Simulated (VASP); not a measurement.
# ScAl3 (Pm-3m) in VASP: a series of runs

Aim: see how the results for ScAl3 move with the level of theory and the settings. Levels: LDA, PBEsol. Tasks: elastic constants, band structure.

All numbers are computed with VASP 6.6.1; they aren't measurements. Logs are shortened: lines on timing, memory, paths and dates and some standing lists are left out, and cuts for length are marked.

## (1) The cell of the first run

The structure is cubic, space group Pm-3m (No. 221). Conventional cell: a = 4.088 Å, b = 4.088 Å, c = 4.088 Å, α = 90.00°, β = 90.00°, γ = 90.00°. Sc (site symmetry m-3m) has 12 Al at 2.89 Å within 3.8 Å. Al (site symmetry 4/mmm) has 4 Sc at 2.89 Å and 8 Al at 2.89 Å within 3.8 Å.

## (2) Elastic constants, LDA

Input file INCAR:

```
  ALGO = Normal
  EDIFF = 1E-8
  ENCUT = 500
  GGA_COMPAT = F
  IBRION = 6
  ISIF = 3
  ISMEAR = -1
  LASPH = T
  LCHARG = T
  LREAL = F
  LWAVE = F
  NELM = 120
  NFREE = 2
  NSW = 1
  POTIM = 0.015
  PREC = Accurate
  SIGMA = 0.05
```

Input file KPOINTS:

```
k-points
0
Gamma
  5 5 5
```

Input file POSCAR:

```
ScAl3
1.0
    4.0878065700      0.0000000000      0.0000000000
    0.0000000000      4.0878065700      0.0000000000
    0.0000000000      0.0000000000      4.0878065700
Sc Al
1 3
Direct
    0.0000000000      0.0000000000      0.0000000000
    0.5000000000      0.5000000000      0.0000000000
    0.0000000000      0.5000000000      0.5000000000
    0.5000000000      0.0000000000      0.5000000000
```

Potentials or basis: VASP PAW LDA potentials, release 64 (Sc_sv, Al).

The run is started by

```sh
$ cat potpaw_LDA.64/Sc_sv/POTCAR potpaw_LDA.64/Al/POTCAR > POTCAR
$ mpirun -np 1 vasp_std > vasp.out
```

OUTCAR:

```text
EDIFF = 1E-8
   ENCUT = 500
   IBRION = 6
   ISIF = 3
   ISMEAR = -1
   LASPH = T
   LREAL = F
   NELM = 120
   NFREE = 2
   NSW = 1
   POTIM = 0.015
   PREC = Accurate

 ion  position               nearest neighbor table
   1  0.000  0.000  0.000-   2 2.89   3 2.89   4 2.89   3 2.89   4 2.89   2 2.89   3 2.89   3 2.89
                             2 2.89   4 2.89   4 2.89   2 2.89
   2  0.500  0.500  0.000-   1 2.89   3 2.89   4 2.89   3 2.89   4 2.89   1 2.89   4 2.89   4 2.89
                             1 2.89   3 2.89   3 2.89   1 2.89
   3  0.000  0.500  0.500-   1 2.89   2 2.89   4 2.89   1 2.89   2 2.89   1 2.89   4 2.89   1 2.89
                             2 2.89   4 2.89   2 2.89   4 2.89
   4  0.500  0.000  0.500-   1 2.89   2 2.89   3 2.89   1 2.89   2 2.89   2 2.89   3 2.89   2 2.89
                             1 2.89   3 2.89   1 2.89   3 2.89

  LATTYP: Found a simple cubic cell.
 ALAT       =     4.0878065700

  Lattice vectors:

 A1 = (   4.0878065700,   0.0000000000,   0.0000000000)
 A2 = (   0.0000000000,   4.0878065700,   0.0000000000)
 A3 = (   0.0000000000,   0.0000000000,   4.0878065700)

Analysis of symmetry for initial positions (statically):
=====================================================================
 Subroutine PRICEL returns:
 Original cell was already a primitive cell.

 Routine SETGRP: Setting up the symmetry group for a
 simple cubic supercell.

 Subroutine GETGRP returns: Found 48 space group operations
 (whereof 48 operations were pure point group operations)
 out of a pool of 48 trial point group operations.

The static configuration has the point symmetry O_h .

Analysis of symmetry for dynamics (positions and initial velocities):
=====================================================================
 Subroutine PRICEL returns:
 Original cell was already a primitive cell.

 Routine SETGRP: Setting up the symmetry group for a
 simple cubic supercell.

 Subroutine GETGRP returns: Found 48 space group operations
 (whereof 48 operations were pure point group operations)
 out of a pool of 48 trial point group operations.

The dynamic configuration has the point symmetry O_h .

 Subroutine INISYM returns: Found 48 space group operations
 (whereof 48 operations are pure point group operations),
 and found     1 'primitive' translations

----------------------------------------------------------------------------------------

                                     Primitive cell

  volume of cell :      68.3079

  direct lattice vectors                    reciprocal lattice vectors
     4.087806570  0.000000000  0.000000000     0.244629970  0.000000000  0.000000000
     0.000000000  4.087806570  0.000000000     0.000000000  0.244629970  0.000000000
     0.000000000  0.000000000  4.087806570     0.000000000  0.000000000  0.244629970

  length of vectors
     4.087806570  4.087806570  4.087806570     0.244629970  0.244629970  0.244629970

  position of ions in fractional coordinates (direct lattice)
     0.000000000  0.000000000  0.000000000
     0.500000000  0.500000000  0.000000000
     0.000000000  0.500000000  0.500000000
     0.500000000  0.000000000  0.500000000

  ion indices of the primitive-cell ions
   primitive index   ion index
                 1           1
                 2           2
                 3           3
                 4           4

----------------------------------------------------------------------------------------

 KPOINTS: k-points

Automatic generation of k-mesh.
 Grid dimensions read from file:
 generate k-points for:    5    5    5

 Generating k-lattice:

  Cartesian coordinates                     Fractional coordinates (reciprocal lattice)
     0.048925994  0.000000000  0.000000000     0.200000000  0.000000000  0.000000000
     0.000000000  0.048925994  0.000000000     0.000000000  0.200000000  0.000000000
     0.000000000  0.000000000  0.048925994     0.000000000  0.000000000  0.200000000

  Length of vectors
     0.048925994  0.048925994  0.048925994

  Shift w.r.t. Gamma in fractional coordinates (k-lattice)
     0.000000000  0.000000000  0.000000000

[... 37 lines left out ...]
   EDIFFG = 0.1E-06   stopping-criterion for IOM
   NSW    =     85    number of steps for IOM
   IBRION =      6    ionic relax: 0-MD 1-quasi-New 2-CG
   NFREE  =      2    steps in history (QN), initial steepest desc. (CG)
   ISIF   =      3    stress and relaxation
   ISYM   =      2    0-nonsym 1-usesym 2-fastsym
   POTIM  = 0.0150    time-step for ionic-motion
   TEBEG  =    0.0;   TEEND  =   0.0 temperature during run
   PSTRESS=    0.0 pullay stress
   NELECT =      20.0000    total number of electrons
   NUPDOWN=      -1.0000    fix difference up-down
   EMIN   =  10.00;   EMAX   =-10.00  energy-range for DOS
   EFERMI =   0.00;   METHOD = LEGACY
   ISMEAR =    -1;   SIGMA  =   0.05  broadening in eV -4-tet -1-fermi 0-gaus
   EFERMI_NEDOS =   21; number of points for ismear=-14 and -15
   IALGO  =     38    algorithm
   IMIX   =      4    mixing-type and parameters
     AMIX     =   0.40;   BMIX     =  1.00
     AMIX_MAG =   1.60;   BMIX_MAG =  1.00
  volume/ion in A,a.u.               =      17.08       115.24
  Fermi-wavevector in a.u.,A,eV,Ry     =   1.087079  2.054282 16.078563  1.181741
  Thomas-Fermi vector in A             =   2.223230
   LORBIT       =      0    0 simple, 1 ext, 2 COOP (PROOUT), +10 PAW based schemes
   GGA     = CA    functional components
   LHFCALC =     F    Hartree Fock is set to
   AEXX    =    0.0000 exact exchange contribution
   IVDW    =     0    specifies the selected vdW correction
   LEPSILON=     F    determine dielectric tensor
   LRPA    =     F    only Hartree local field effects (RPA)
 finite differences with symmetry
 non-spin polarized calculation
  energy-cutoff  :      500.00
  volume of cell :       68.31
 maximum number of plane-waves:      1763
 NGX is ok and might be reduce to    30
   NGX = 15   NGY = 15   NGZ = 15

--------------------------------------- Ionic step        1  -------------------------------------------

 number of electron      19.9999996 magnetization

 Free energy of the ion-electron system (eV)
  ---------------------------------------------------
  ext. energy  EPLUGINS =         0.00000000
  ---------------------------------------------------
  free energy    TOTEN  =       -21.27548096 eV

  energy without entropy =      -21.26090331  energy(sigma->0) =      -21.26819213

------------------------ aborting loop because EDIFF is reached ----------------------------------------

  FORCE on cell =-STRESS in cart. coord.  units (eV):
  Direction    XX          YY          ZZ          XY          YZ          ZX
  --------------------------------------------------------------------------------------
  -------------------------------------------------------------------------------------
  Total       -1.5541206     -1.5541206     -1.5541206      0.0000000     -0.0000000      0.0000000
  in kB      -36.4522451    -36.4522451    -36.4522451      0.0000000     -0.0000000      0.0000000
  external PRESSURE =     -36.4522451 kB  Pullay stress =       0.0000000 kB
[... 95 lines left out ...]
  FREE ENERGIE OF THE ION-ELECTRON SYSTEM (eV)
  ---------------------------------------------------
  free  energy   TOTEN  =       -21.2908589143 eV

  energy  without entropy=      -21.2781754532  energy(sigma->0) =      -21.28451718

[... ionic steps 4 to 16 ...]

--------------------------------------- Ionic step       17  -------------------------------------------

 number of electron      19.9999996 magnetization

------------------------ aborting loop because EDIFF is reached ----------------------------------------
[... 71 lines left out ...]
--------------------------------------- Ionic step       19  -------------------------------------------

 number of electron      19.9999996 magnetization

 Free energy of the ion-electron system (eV)
  ---------------------------------------------------
  ext. energy  EPLUGINS =         0.00000000
  ---------------------------------------------------
  free energy    TOTEN  =       -21.27498836 eV

  energy without entropy =      -21.26040811  energy(sigma->0) =      -21.26769823

 E-fermi :   7.1690     XC(G=0): -10.6072

 val. band max:        6.6189920036   @ k =   0.0000   0.4000   0.4000
 cond. band min:       7.1894346228   @ k =   0.0000   0.4000   0.2000
 fundamental gap:      0.5704426192
 Fermi energy:         7.1690101291

 k-point     1 :       0.0000    0.0000    0.0000
  band No.  band energies     occupation
      1     -41.3528      2.00000
      2     -20.4013      2.00000
      3     -20.4013      2.00000
      4     -20.4013      2.00000
      5      -2.9247      2.00000
      6       4.4090      2.00000
      7       4.4090      2.00000
      8       5.2890      2.00000
      9       5.2890      2.00000
     10       5.2894      2.00000
     11       8.3072      0.00000
     12       8.3072      0.00000
     13       8.3072      0.00000
     14       8.3702      0.00000
[... 318 lines left out ...]
  FREE ENERGIE OF THE ION-ELECTRON SYSTEM (eV)
  ---------------------------------------------------
  free  energy   TOTEN  =       -21.2749883587 eV

  energy  without entropy=      -21.2604081064  energy(sigma->0) =      -21.26769823

 INTERNAL STRAIN TENSORS FROM STRAINED CELLS
 ============================================

 INTERNAL STRAIN TENSOR FOR ION    1 for displacements in x,y,z  (eV/Angst):
          X           Y           Z          XY          YZ          ZX
  --------------------------------------------------------------------------------
  x     0.00000     0.00000     0.00000     0.00000     0.00000    -0.00000
  y     0.00000     0.00000     0.00000     0.00000     0.00000     0.00000
  z     0.00000     0.00000     0.00000     0.00000     0.00000     0.00000

 INTERNAL STRAIN TENSORS FROM DISPLACED ATOMS
 ============================================

 INTERNAL STRAIN TENSOR FOR ION    1 for displacements in x,y,z  (eV/Angst):
          X           Y           Z          XY          YZ          ZX
  --------------------------------------------------------------------------------
  x     0.00000     0.00000     0.00000     0.00000     0.00000     0.00000
  y     0.00000     0.00000     0.00000     0.00000     0.00000     0.00000
  z     0.00000     0.00000     0.00000     0.00000     0.00000     0.00000

 INTERNAL STRAIN TENSOR FOR ION    4 for displacements in x,y,z  (eV/Angst):
          X           Y           Z          XY          YZ          ZX
  --------------------------------------------------------------------------------
  x     0.00000     0.00000     0.00000     0.00000     0.00000     0.00000
  y     0.00000     0.00000     0.00000     0.00000     0.00000     0.00000
  z     0.00000     0.00000     0.00000     0.00000     0.00000     0.00000

 Eigenvectors and eigenvalues of the dynamical matrix
 ----------------------------------------------------

   1 f  =    9.870075 THz    62.015512 2PiTHz  329.230274 cm-1    40.819333 meV
             X         Y         Z           dx          dy          dz
      0.000000  0.000000  0.000000     0.236064   -0.577220    0.029570
      2.043903  2.043903  0.000000    -0.198457    0.485263    0.011529
      0.000000  2.043903  2.043903     0.092038    0.485263   -0.024859
      2.043903  0.000000  2.043903    -0.198457   -0.225050   -0.024859
[... 71 lines left out ...]
  12 f/i=    0.002600 THz     0.016334 2PiTHz    0.086714 cm-1     0.010751 meV
             X         Y         Z           dx          dy          dz
      0.000000  0.000000  0.000000     0.250770    0.460759    0.286696
      2.043903  2.043903  0.000000     0.194159    0.356743    0.221929
      0.000000  2.043903  2.043903     0.194120    0.356743    0.221974
      2.043903  0.000000  2.043903     0.194159    0.356671    0.221974

--------------------------------------------------------------------------------------------------------

 ELASTIC MODULI CONTR FROM IONIC RELAXATION (kBar)
 Direction    XX          YY          ZZ          XY          YZ          ZX
 --------------------------------------------------------------------------------
 XX           0.0000      0.0000      0.0000      0.0000      0.0000      0.0000
 YY           0.0000      0.0000      0.0000      0.0000      0.0000      0.0000
 ZZ           0.0000      0.0000      0.0000      0.0000      0.0000      0.0000
 XY           0.0000      0.0000      0.0000      0.0000      0.0000      0.0000
 YZ           0.0000      0.0000      0.0000      0.0000      0.0000      0.0000
 ZX           0.0000      0.0000      0.0000      0.0000      0.0000      0.0000
 --------------------------------------------------------------------------------

 TOTAL ELASTIC MODULI (kBar)
 Direction    XX          YY          ZZ          XY          YZ          ZX
 --------------------------------------------------------------------------------
 XX        1661.2356    454.3040    454.3040      0.0000      0.0000     -0.0000
 YY         454.3040   1661.2356    454.3040     -0.0000      0.0000     -0.0000
 ZZ         454.3040    454.3040   1661.2356     -0.0000     -0.0000     -0.0000
 XY           0.0000     -0.0000     -0.0000    739.6995      0.0000      0.0000
 YZ           0.0000      0.0000     -0.0000      0.0000    739.6995      0.0000
 ZX          -0.0000     -0.0000     -0.0000      0.0000      0.0000    739.6995
 --------------------------------------------------------------------------------
```

It took 3.6 min on 1 thread of Intel Xeon Platinum 8488C (Sapphire Rapids), shared host; peak memory 0.19 GiB.

What came out:

```yaml
Elastic_constants_C11_C12_C44: 166, 45, 74 GPa
Voigt_bulk_modulus: 86 GPa
Highest_phonon_frequency_at_Γ: 329 cm⁻¹
```

Phonon frequencies in cm⁻¹ (negative: imaginary):
```
              q point                                frequencies
(0.000, 0.000, 0.000)  0 0 0 228 228 228 249 249 249 329 329 329
```

Elastic tensor in Voigt notation (GPa, in the Cartesian axes of the cell as first typed):
```
166  45  45   0   0   0
 45 166  45   0   0   0
 45  45 166   0   0   0
  0   0   0  74   0   0
  0   0   0   0  74   0
  0   0   0   0   0  74
```

Clamped-ion elastic tensor (GPa):
```
166  45  45   0   0   0
 45 166  45   0   0   0
 45  45 166   0   0   0
  0   0   0  74   0   0
  0   0   0   0  74   0
  0   0   0   0   0  74
```

Caveat: the cell is under stress, which shifts elastic constants.

## (3) Band structure, PBEsol

Input file INCAR:

```
SYSTEM = ScAl3
GGA      = PS             ! functional
ISMEAR   = -1             ! smearing method
SIGMA    = 0.02           ! smearing width, eV
LWAVE    = .False.        ! write WAVECAR
LCHARG   = .False.        ! write CHGCAR
NBANDS   = 37             ! bands
PREC     = Accurate       ! precision mode
LASPH    = .True.         ! aspherical terms in the spheres
LREAL    = .False.        ! projectors in reciprocal space
ALGO     = Normal         ! electronic algorithm
EDIFF    = 1E-7           ! SCF threshold, eV
NELM     = 120            ! most SCF steps
GGA_COMPAT= .False.      
ENCUT    = 480            ! plane-wave cutoff, eV
LMAXMIX  = 4              ! l up to which the mixer works
```

Input file KPOINTS:

```
Automatic mesh
0
Gamma
  11 11 11
  0 0 0
```

Input file KPOINTS_OPT:

```
path GXMGRX,MR
12
line-mode
reciprocal
 0.0000000000  0.0000000000  0.0000000000  G
 0.0000000000  0.5000000000  0.0000000000  X

 0.0000000000  0.5000000000  0.0000000000  X
 0.5000000000  0.5000000000  0.0000000000  M

 0.5000000000  0.5000000000  0.0000000000  M
 0.0000000000  0.0000000000  0.0000000000  G

 0.0000000000  0.0000000000  0.0000000000  G
 0.5000000000  0.5000000000  0.5000000000  R

 0.5000000000  0.5000000000  0.5000000000  R
 0.0000000000  0.5000000000  0.0000000000  X

 0.5000000000  0.5000000000  0.0000000000  M
 0.5000000000  0.5000000000  0.5000000000  R
```

POSCAR is that of step 2.

Potentials or basis: VASP PAW PBE potentials, release 64 (Sc_sv, Al).

The run is started by

```sh
$ cat potpaw_PBE.64/Sc_sv/POTCAR potpaw_PBE.64/Al/POTCAR > POTCAR
$ mpirun -np 1 vasp_std > vasp.out
```

Wall time 85 s (1 thread of Intel Xeon 6975P-C (Granite Rapids), shared host); peak memory 0.28 GiB.

Results (log left out):

```
Free energy             : -20.7652 eV
Pressure                : -1.0 GPa
Band gap along the path : zero within the smearing
```

Levels at the corners of the path, in eV from the Fermi level:
```csv
point,band 6,band 7,band 8,band 9,band 10,band 11,band 12,band 13,band 14,band 15
Γ,-2.61,-2.61,-1.78,-1.78,-1.78,1.24,1.32,1.32,1.32,4.81
X,-7.30,-1.69,-1.69,-1.47,0.90,1.03,1.03,1.37,1.65,2.18
X,-7.30,-1.69,-1.69,-1.47,0.90,1.03,1.03,1.37,1.65,2.18
M,-5.60,-5.60,-4.35,-0.52,-0.52,1.23,1.38,2.08,2.51,3.46
M,-5.60,-5.60,-4.35,-0.52,-0.52,1.23,1.38,2.08,2.51,3.46
Γ,-2.61,-2.61,-1.78,-1.78,-1.78,1.24,1.32,1.32,1.32,4.81
Γ,-2.61,-2.61,-1.78,-1.78,-1.78,1.24,1.32,1.32,1.32,4.81
R,-4.77,-4.77,-4.45,-2.93,-2.93,-2.93,0.93,2.62,2.62,4.07
R,-4.77,-4.77,-4.45,-2.93,-2.93,-2.93,0.93,2.62,2.62,4.07
X,-7.30,-1.69,-1.69,-1.47,0.90,1.03,1.03,1.37,1.65,2.18
M,-5.60,-5.60,-4.35,-0.52,-0.52,1.23,1.38,2.08,2.51,3.46
R,-4.77,-4.77,-4.45,-2.93,-2.93,-2.93,0.93,2.62,2.62,4.07
```

Caveat: the PAW data sets were made with another functional, which shifts forces and pressure a little.
